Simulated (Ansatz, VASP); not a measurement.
GaAs in VASP and in Ansatz

The input INCAR:

```
SYSTEM = GaAs
PREC = Accurate ; ENCUT = 520
EDIFF = 1E-8 ; ISMEAR = 0
SIGMA = 0.01 ; LREAL = .FALSE.
LASPH = .TRUE. ; NELM = 100
ALGO = Normal ; ISIF = 2
LWAVE = .FALSE. ; LCHARG = .FALSE.
GGA = PS ; LEFG = .TRUE.
NBANDS = 46
```

The input KPOINTS:

```
Automatic mesh
0
G
  3 3 3
  0 0 0
```

File POSCAR:

```
GaAs
1.0
    5.6537000000      0.0000000000      0.0000000000
    0.0000000000      5.6537000000      0.0000000000
    0.0000000000      0.0000000000      5.6537000000
Ga As
4 4
Direct
    0.0000000000      0.0000000000      0.0000000000
    0.5000000000      0.5000000000      0.0000000000
    0.5000000000      0.0000000000      0.5000000000
    0.0000000000      0.5000000000      0.5000000000
    0.2500000000      0.2500000000      0.2500000000
    0.7500000000      0.7500000000      0.2500000000
    0.7500000000      0.2500000000      0.7500000000
    0.2500000000      0.7500000000      0.7500000000
```

Input for Ansatz:

```yaml
crystal:
  lattice:
    - [5.6537, 0.0, 0.0]
    - [0.0, 5.6537, 0.0]
    - [0.0, 0.0, 5.6537]
  atoms:
    - { symbol: Ga, position: [0.0, 0.0, 0.0] }
    - { symbol: Ga, position: [0.5, 0.5, 0.0] }
    - { symbol: Ga, position: [0.5, 0.0, 0.5] }
    - { symbol: Ga, position: [0.0, 0.5, 0.5] }
    - { symbol: As, position: [0.25, 0.25, 0.25] }
    - { symbol: As, position: [0.75, 0.75, 0.25] }
    - { symbol: As, position: [0.75, 0.25, 0.75] }
    - { symbol: As, position: [0.25, 0.75, 0.75] }
kpoints:
  mp_grid: { grid: [3, 3, 3] }
scf:
  occupations: { method: fixed }
hamiltonian:
  xc: pbesol
  pseudopotentials: { kind: paw, azcp: { folder: soft_1 } }
output:
  forces: true
  efg:
    quadrupole_moments_barn: { Ga: 0.107, As: 0.311 }
    contact_densities: true
  core_levels:
    shells: { Ga: "3d", As: "3d" }
    counted_from: valence_top
    eps_inf: [13.347, 13.347, 13.347]
```

Alike in both runs: task electric field gradients; functional PBEsol; k mesh 3 × 3 × 3; no spin polarisation.

|  | VASP | Ansatz |
| --- | --- | --- |
| version | VASP 6.6.1 | Ansatz 0.2.0 |
| potentials or method | VASP PAW PBE potentials, release 64 (Ga_d, As) | plane-wave PAW, scalar-relativistic |
| plane-wave cutoff (eV) | 520 | 420 |
| occupations | gaussian, width 0.01 eV | fixed |
| valence electrons in the cell | 72 | 112 |

Ansatz gave:

```
gap on the k mesh at the Fermi level (eV) : 0.44
```

Question: Estimate VASP's values.

Answer: gap on the k mesh at the Fermi level (eV): 0.45.

VASP's potentials were made for PBE, not for PBEsol, and Ansatz warns of the same on its side. VASP's potentials hold 72 valence electrons a cell and Ansatz's 112, so a difference there can come from the potentials and not from the codes.
